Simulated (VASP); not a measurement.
# Al in VASP: further runs

Runs on Al. Level: PBE. Tasks: single point.

Program: VASP 6.6.1. These are calculated values, not measurements. Logs are shortened: lines on timing, memory, paths and dates and some standing lists are left out, and cuts for length are marked.

### 1 The cell of the first run

It takes space group P-6m2 (No. 187, hexagonal). Conventional cell: a = 2.868 Å, b = 2.868 Å, c = 13.943 Å, α = 90.00°, β = 90.00°, γ = 120.00°. Within 3.7 Å of Al (site symmetry -6m2) lie 12 Al at 2.83 to 2.87 Å. Within 3.7 Å of Al (site symmetry 3m) lie 12 Al at 2.83 to 2.87 Å. Al (site symmetry 3m) has 12 Al at 2.86 to 2.87 Å within 3.8 Å. Within 3.8 Å of Al (site symmetry -6m2) lie 12 Al at 2.86 to 2.87 Å.

### 2 Single point, PBE

File INCAR:

```
SYSTEM = Al
ALGO = Normal
EDIFF = 1E-7
ENCUT = 520
GGA = PE
ISIF = 2
ISMEAR = 0
LASPH = .True.
LCHARG = .True.
LELF = .True.
LREAL = .False.
LVHAR = .True.
LWAVE = .False.
NBANDS = 18
NELM = 100
PREC = Accurate
SIGMA = 0.1
```

File KPOINTS:

```
k-points
0
Gamma
  6 6 2
  0 0 0
```

File POSCAR:

```
Al
1.0
    2.8684366900      0.0000000000      0.0000000000
   -1.4342183400      2.4841390400      0.0000000000
    0.0000000000      0.0000000000     13.9427271600
Al
6
Direct
    0.0000000000      0.0000000000      0.0000000000
    0.6666666700      0.3333333300      0.8353336500
    0.0000000000      0.0000000000      0.6676422400
    0.6666666700      0.3333333300      0.5000000000
    0.0000000000      0.0000000000      0.3323577600
    0.6666666700      0.3333333300      0.1646663500
```

Potentials or basis: VASP PAW PBE potentials, release 64 (Al).

Started as:

```sh
$ cat potpaw_PBE.64/Al/POTCAR > POTCAR
$ mpirun -np 1 vasp_std > vasp.out
```

OUTCAR:

```text
SYSTEM = Al
   EDIFF = 1E-7
   ENCUT = 520
   GGA = PE
   ISIF = 2
   ISMEAR = 0
   LASPH = .True.
   LREAL = .False.
   NELM = 100
   PREC = Accurate

 ion  position               nearest neighbor table
   1  0.000  0.000  0.000-   2 2.83   6 2.83   2 2.83   6 2.83   2 2.83   6 2.83
   2  0.667  0.333  0.835-   1 2.83   1 2.83   1 2.83   3 2.87   3 2.87   3 2.87
   3  0.000  0.000  0.668-   4 2.86   4 2.86   4 2.86   2 2.87   2 2.87   2 2.87
   4  0.667  0.333  0.500-   3 2.86   5 2.86   3 2.86   5 2.86   3 2.86   5 2.86
   5  0.000  0.000  0.332-   4 2.86   4 2.86   4 2.86   6 2.87   6 2.87   6 2.87
   6  0.667  0.333  0.165-   1 2.83   1 2.83   1 2.83   5 2.87   5 2.87   5 2.87

  LATTYP: Found a hexagonal cell.
 ALAT       =     2.8684366900
 C/A-ratio  =     4.8607407682

  Lattice vectors:

 A1 = (   2.8684366900,   0.0000000000,   0.0000000000)
 A2 = (  -1.4342183400,   2.4841390400,   0.0000000000)
 A3 = (   0.0000000000,   0.0000000000,  13.9427271600)

Analysis of symmetry for initial positions (statically):
=====================================================================
 Subroutine PRICEL returns:
 Original cell was already a primitive cell.

 Routine SETGRP: Setting up the symmetry group for a
 hexagonal supercell.

 Subroutine GETGRP returns: Found 12 space group operations
 (whereof 12 operations were pure point group operations)
 out of a pool of 24 trial point group operations.

The static configuration has the point symmetry D_3h.

Analysis of symmetry for dynamics (positions and initial velocities):
=====================================================================
 Subroutine PRICEL returns:
 Original cell was already a primitive cell.

 Routine SETGRP: Setting up the symmetry group for a
 hexagonal supercell.

 Subroutine GETGRP returns: Found 12 space group operations
 (whereof 12 operations were pure point group operations)
 out of a pool of 24 trial point group operations.

The dynamic configuration has the point symmetry D_3h.

 Subroutine INISYM returns: Found 12 space group operations
 (whereof 12 operations are pure point group operations),
 and found     1 'primitive' translations

----------------------------------------------------------------------------------------

                                     Primitive cell

  volume of cell :      99.3502

  direct lattice vectors                    reciprocal lattice vectors
     2.868436690  0.000000000  0.000000000     0.348621953  0.201276978  0.000000000
    -1.434218340  2.484139040  0.000000000     0.000000000  0.402553957  0.000000000
     0.000000000  0.000000000 13.942727160     0.000000000  0.000000000  0.071721980

  length of vectors
     2.868436690  2.868436685 13.942727160     0.402553956  0.402553957  0.071721980

  position of ions in fractional coordinates (direct lattice)
     0.000000000  0.000000000  0.000000000
     0.666666670  0.333333330  0.835333650
     0.000000000  0.000000000  0.667642240
     0.666666670  0.333333330  0.500000000
     0.000000000  0.000000000  0.332357760
     0.666666670  0.333333330  0.164666350

  ion indices of the primitive-cell ions
   primitive index   ion index
                 1           1
                 2           2
                 3           3
                 4           4
                 5           5
                 6           6

----------------------------------------------------------------------------------------

 KPOINTS: k-points

Automatic generation of k-mesh.
 Grid dimensions read from file:
 generate k-points for:    6    6    2

 Generating k-lattice:

  Cartesian coordinates                     Fractional coordinates (reciprocal lattice)
     0.058103659  0.033546163  0.000000000     0.166666667 -0.000000000  0.000000000
     0.000000000  0.067092326  0.000000000     0.000000000  0.166666667  0.000000000
     0.000000000  0.000000000  0.035860990     0.000000000  0.000000000  0.500000000

  Length of vectors
     0.067092326  0.067092326  0.035860990

  Shift w.r.t. Gamma in fractional coordinates (k-lattice)
     0.000000000  0.000000000  0.000000000

 Subroutine IBZKPT returns following result:
 ===========================================

 Found     14 irreducible k-points:

 Following reciprocal coordinates:
            Coordinates               Weight
  0.000000  0.000000  0.000000      1.000000
  0.166667  0.000000  0.000000      6.000000
  0.333333  0.000000  0.000000      6.000000
  0.500000  0.000000  0.000000      3.000000
  0.166667  0.166667  0.000000      6.000000
  0.333333  0.166667  0.000000     12.000000
  0.333333  0.333333  0.000000      2.000000
  0.000000  0.000000  0.500000      1.000000
  0.166667  0.000000  0.500000      6.000000
  0.333333  0.000000  0.500000      6.000000
  0.500000  0.000000  0.500000      3.000000
  0.166667  0.166667  0.500000      6.000000
  0.333333  0.166667  0.500000     12.000000
  0.333333  0.333333  0.500000      2.000000
   k-points           NKPTS =     14   k-points in BZ     NKDIM =     14   number of bands    NBANDS=     18
   number of dos      NEDOS =    301   number of ions     NIONS =      6
   total plane-waves  NPLWV =  62208
   dimension x,y,z NGX =    24 NGY =   24 NGZ =  108
   dimension x,y,z NGXF=    48 NGYF=   48 NGZF=  216
   ions per type =               6
   NGX,Y,Z   is equivalent  to a cutoff of  13.91, 13.91, 12.88 a.u.
   NGXF,Y,Z  is equivalent  to a cutoff of  27.82, 27.82, 25.75 a.u.
 SYSTEM =  Al
   PREC   = accura    normal or accurate (medium, high low for compatibility)
   ISTART =      0    job   : 0-new  1-cont  2-samecut
   ICHARG =      2    charge: 1-file 2-atom 10-const
   ISPIN  =      1    spin polarized calculation?
   LNONCOLLINEAR =      F non collinear calculations
   LSORBIT =      F    spin-orbit coupling
   LASPH  =      T    aspherical Exc in radial PAW
   ENCUT  =  520.0 eV  38.22 Ry    6.18 a.u.   5.33  5.33 25.92*2*pi/ulx,y,z
   NELM   =    100;   NELMIN=  2; NELMDL= -5     # of ELM steps
   EDIFF  = 0.1E-06   stopping-criterion for ELM
   LREAL  =      F    real-space projection
   EDIFFG = 0.1E-05   stopping-criterion for IOM
   NSW    =      0    number of steps for IOM
   IBRION =     -1    ionic relax: 0-MD 1-quasi-New 2-CG
   NFREE  =      0    steps in history (QN), initial steepest desc. (CG)
   ISIF   =      2    stress and relaxation
   ISYM   =      2    0-nonsym 1-usesym 2-fastsym
   POTIM  = 0.5000    time-step for ionic-motion
   TEBEG  =    0.0;   TEEND  =   0.0 temperature during run
   PSTRESS=    0.0 pullay stress
   NELECT =      18.0000    total number of electrons
   NUPDOWN=      -1.0000    fix difference up-down
   EMIN   =  10.00;   EMAX   =-10.00  energy-range for DOS
   EFERMI =   0.00;   METHOD = LEGACY
   ISMEAR =     0;   SIGMA  =   0.10  broadening in eV -4-tet -1-fermi 0-gaus
   EFERMI_NEDOS =   21; number of points for ismear=-14 and -15
   IALGO  =     38    algorithm
   IMIX   =      4    mixing-type and parameters
     AMIX     =   0.40;   BMIX     =  1.00
     AMIX_MAG =   1.60;   BMIX_MAG =  1.00
  volume/ion in A,a.u.               =      16.56       111.74
  Fermi-wavevector in a.u.,A,eV,Ry     =   0.926352  1.750551 11.675540  0.858128
  Thomas-Fermi vector in A             =   2.052305
   LORBIT       =      0    0 simple, 1 ext, 2 COOP (PROOUT), +10 PAW based schemes
   GGA     = PE    functional components
   LHFCALC =     F    Hartree Fock is set to
   AEXX    =    0.0000 exact exchange contribution
   IVDW    =     0    specifies the selected vdW correction
   LEPSILON=     F    determine dielectric tensor
   LRPA    =     F    only Hartree local field effects (RPA)
 non-spin polarized calculation
 Gauss-broadening in eV      SIGMA  =   0.10
  energy-cutoff  :      520.00
  volume of cell :       99.35
 maximum number of plane-waves:      2727
 NGX is ok and might be reduce to    24
   NGX = 11   NGY = 11   NGZ = 51

 number of electron      18.0000000 magnetization

 Free energy of the ion-electron system (eV)
  ---------------------------------------------------
  ext. energy  EPLUGINS =         0.00000000
  ---------------------------------------------------
  free energy    TOTEN  =       -22.37089171 eV

  energy without entropy =      -22.35951049  energy(sigma->0) =      -22.36520110

 E-fermi :   7.9248     XC(G=0): -10.1851

 val. band max:        7.9032361774   @ k =   0.3333   0.0000   0.0000
 cond. band min:       8.0432560320   @ k =   0.3333   0.1667   0.0000
 fundamental gap:      0.1400198545
 Fermi energy:         7.9248453678

 k-point     1 :       0.0000    0.0000    0.0000
  band No.  band energies     occupation
      1      -3.1539      2.00000
      2      -2.4043      2.00000
      3      -2.3719      2.00000
      4      -0.1519      2.00000
      5      -0.1160      2.00000
      6       3.4397      2.00000
[... 10 lines left out ...]
     17      18.9892      0.00000
     18      18.9908      0.00000

 k-point     2 :       0.1667    0.0000    0.0000
  band No.  band energies     occupation
      1      -2.4893      2.00000
      2      -1.7431      2.00000
      3      -1.7107      2.00000
      4       0.4987      2.00000
      5       0.5346      2.00000
      6       4.0574      2.00000
[... 10 lines left out ...]
     17      15.7149      0.00000
     18      16.3744      0.00000

 k-point     3 :       0.3333    0.0000    0.0000
  band No.  band energies     occupation
      1      -0.5147      2.00000
      2       0.2210      2.00000
      3       0.2535      2.00000
      4       2.4274      2.00000
      5       2.4631      2.00000
      6       5.9070      2.00000
[... 202 lines left out ...]
 k-point    13 :       0.3333    0.1667    0.5000
  band No.  band energies     occupation
      1       1.5759      2.00000
      2       1.6601      2.00000
      3       3.0730      2.00000
      4       3.0750      2.00000
      5       5.2410      2.00000
      6       5.3006      2.00000
[... 10 lines left out ...]
     17      10.8048      0.00000
     18      10.8561      0.00000

 k-point    14 :       0.3333    0.3333    0.5000
  band No.  band energies     occupation
      1       4.6353      2.00000
      2       4.6435      2.00000
      3       4.7236      2.00000
      4       4.7303      2.00000
      5       4.9506      2.00000
      6       5.0289      2.00000
[... 10 lines left out ...]
     17       9.1827      0.00000
     18       9.2323      0.00000

------------------------ aborting loop because EDIFF is reached ----------------------------------------

  FORCE on cell =-STRESS in cart. coord.  units (eV):
  Direction    XX          YY          ZZ          XY          YZ          ZX
  --------------------------------------------------------------------------------------
  -------------------------------------------------------------------------------------
  Total        0.0871777      0.0871777      0.7975623      0.0000000      0.0000000     -0.0000000
  in kB        1.4058765      1.4058765     12.8619349      0.0000000      0.0000000     -0.0000000
  external PRESSURE =       5.2245626 kB  Pullay stress =       0.0000000 kB

 VOLUME and BASIS-vectors are now :
 -----------------------------------------------------------------------------
  energy-cutoff  :      520.00
  volume of cell :       99.35
      direct lattice vectors                 reciprocal lattice vectors
     2.868436690  0.000000000  0.000000000     0.348621953  0.201276978  0.000000000
    -1.434218340  2.484139040  0.000000000     0.000000000  0.402553957  0.000000000
     0.000000000  0.000000000 13.942727160     0.000000000  0.000000000  0.071721980

 POSITION                                       TOTAL-FORCE (eV/Angst)
 -----------------------------------------------------------------------------------
      0.00000      0.00000      0.00000         0.000000      0.000000      0.000000
      1.43422      0.82805     11.64683        -0.000000     -0.000000     -0.119362
      0.00000      0.00000      9.30875         0.000000      0.000000     -0.022974
      1.43422      0.82805      6.97136         0.000000     -0.000000      0.000000
      0.00000      0.00000      4.63397         0.000000      0.000000      0.022974
      1.43422      0.82805      2.29590        -0.000000      0.000000      0.119362
 -----------------------------------------------------------------------------------
    total drift:                                0.000001     -0.000001     -0.000000

  FREE ENERGIE OF THE ION-ELECTRON SYSTEM (eV)
  ---------------------------------------------------
  free  energy   TOTEN  =       -22.3708917121 eV

  energy  without entropy=      -22.3595104943  energy(sigma->0) =      -22.36520110
```

Run time: 45 s. Hardware: 1 thread of Intel Xeon Platinum 8175M at 2.50GHz (Skylake/Cascade Lake), shared host; peak memory 0.22 GiB.

Results:

```
Free energy            : -22.3709 eV
Pressure               : 0.5 GPa
Largest force          : 0.119 eV/Å
Band gap on the k mesh : zero (band 9 reaches 12.04 eV, above the bottom of band 10 at 5.80 eV)
```

Forces in eV/Å, atoms in the order of the input:
```
Al   0.000  0.000  0.000
Al   0.000  0.000 -0.119
Al   0.000  0.000 -0.023
Al   0.000  0.000  0.000
Al   0.000  0.000  0.023
Al   0.000  0.000  0.119
```

Stress tensor (GPa, compression positive):
```
0.14 0.00 0.00
0.00 0.14 0.00
0.00 0.00 1.29
```

Caveat: the k points lie up to 0.42 Å⁻¹ apart.

### 3 Single point, PBE

This run uses another cell than the first one, of 16.64 Å³/atom, 1.005 times its volume.

File INCAR:

```
PREC     = Accurate       # precision mode
ENCUT    = 520            # plane-wave cutoff, eV
EDIFF    = 1E-7           # SCF threshold, eV
ISMEAR   = 0              # smearing method
SIGMA    = 0.1            # smearing width, eV
LREAL    = F              # projectors in reciprocal space
LASPH    = T              # aspherical terms in the spheres
NELM     = 80             # most SCF steps
ALGO     = Fast           # electronic algorithm
ISIF     = 2              # what is computed and relaxed
LWAVE    = F              # write WAVECAR
LCHARG   = T              # write CHGCAR
GGA      = PE             # functional
LELF     = T              # ELF
LVHAR    = T            
NBANDS   = 18             # bands
```

File KPOINTS:

```
regular mesh
0
Gamma
  18 18 4
```

File POSCAR:

```
Al
1.0
    2.8566274744     -0.0000000029      0.0000000000
   -1.4283137347      2.4739119634      0.0000000000
    0.0000000000      0.0000000000     14.1293201865
Al
6
Direct
    0.0000000000      0.0000000000      0.0000000000
    0.6666666667      0.3333333333      0.8332949733
    0.0000000000      0.0000000000      0.6666160135
    0.6666666667      0.3333333333      0.5000000000
    0.0000000000      0.0000000000      0.3333839865
    0.6666666667      0.3333333333      0.1667050267
```

Potentials or basis: VASP PAW PBE potentials, release 64 (Al).

Started as:

```sh
$ cat potpaw_PBE.64/Al/POTCAR > POTCAR
$ mpirun -np 1 vasp_std > vasp.out
```

Run time: 4.2 min. Hardware: 1 thread of Intel Xeon Platinum 8175M at 2.50GHz (Skylake/Cascade Lake), shared host; peak memory 0.32 GiB.

It converged, with:

```yaml
Free_energy: -22.2881 eV
Pressure: 0.0 GPa
Band_gap_on_the_k_mesh: zero (band 9 reaches 11.86 eV, above the bottom of band 10 at 5.73 eV)
```

Levels at points of the mesh, in eV from the Fermi level:
```csv
k point,band 5,band 6,band 7,band 8,band 9,band 10,band 11,band 12
"(0.00, 0.00, 0.00)",-8.13,-4.60,-4.48,0.36,0.36,6.40,6.40,10.66
"(0.50, 0.00, 0.00)",-4.39,-4.38,-2.31,-2.31,-2.17,-2.17,0.62,1.04
"(0.00, 0.00, 0.50)",-6.50,-6.50,-2.24,-2.24,3.26,3.26,9.66,9.66
"(0.50, 0.00, 0.50)",-3.87,-3.87,-3.18,-3.18,-0.80,-0.80,-0.63,-0.63
```

### 4 Single point, PBE

This run uses another cell than the first one, of 16.66 Å³/atom, 1.006 times its volume.

File INCAR:

```
SYSTEM = Al
PREC     = Accurate       ! precision mode
ENCUT    = 520            ! plane-wave cutoff, eV
EDIFF    = 1E-6           ! SCF threshold, eV
ISMEAR   = -1             ! smearing method
SIGMA    = 0.15           ! smearing width, eV
LREAL    = .False.        ! projectors in reciprocal space
LASPH    = .True.         ! aspherical terms in the spheres
NELM     = 80             ! most SCF steps
ALGO     = Fast           ! electronic algorithm
ISIF     = 2              ! what is computed and relaxed
LWAVE    = .False.        ! write WAVECAR
LCHARG   = .False.        ! write CHGCAR
GGA      = PE             ! functional
NBANDS   = 18             ! bands
```

File KPOINTS:

```
regular mesh
0
Gamma
  18 18 4
  0 0 0
```

File POSCAR:

```
Al
1.0
    2.8558016546     -0.0000000029      0.0000000000
   -1.4279008248      2.4731967825      0.0000000000
    0.0000000000      0.0000000000     14.1505388094
Al
6
Direct
    0.0000000000      0.0000000000      0.0000000000
    0.6666666667      0.3333333333      0.8333367515
    0.0000000000      0.0000000000      0.6666703024
    0.6666666667      0.3333333333      0.5000000000
    0.0000000000      0.0000000000      0.3333296976
    0.6666666667      0.3333333333      0.1666632485
```

Started as:

```sh
$ cat potpaw_PBE.64/Al/POTCAR > POTCAR
$ mpirun -np 1 vasp_std > vasp.out
```

Wall time 3.7 min (1 thread of Intel Xeon Platinum 8175M at 2.50GHz (Skylake/Cascade Lake), shared host); peak memory 0.32 GiB.

Results (log left out):

* Free energy: -22.3763 eV
* Pressure: 0.0 GPa
* Band gap on the k mesh: zero (band 9 reaches 11.82 eV, above the bottom of band 10 at 5.72 eV)

Levels at points of the mesh, in eV from the Fermi level:
```csv
k point,band 5,band 6,band 7,band 8,band 9,band 10,band 11,band 12
"(0.00, 0.00, 0.00)",-8.14,-4.60,-4.50,0.33,0.33,6.36,6.36,10.68
"(0.50, 0.00, 0.00)",-4.38,-4.38,-2.31,-2.31,-2.17,-2.17,0.61,1.02
"(0.00, 0.00, 0.50)",-6.51,-6.51,-2.27,-2.27,3.22,3.22,9.61,9.61
"(0.50, 0.00, 0.50)",-3.87,-3.87,-3.18,-3.18,-0.80,-0.80,-0.64,-0.64
```

(Continued in part 2 of 2.)
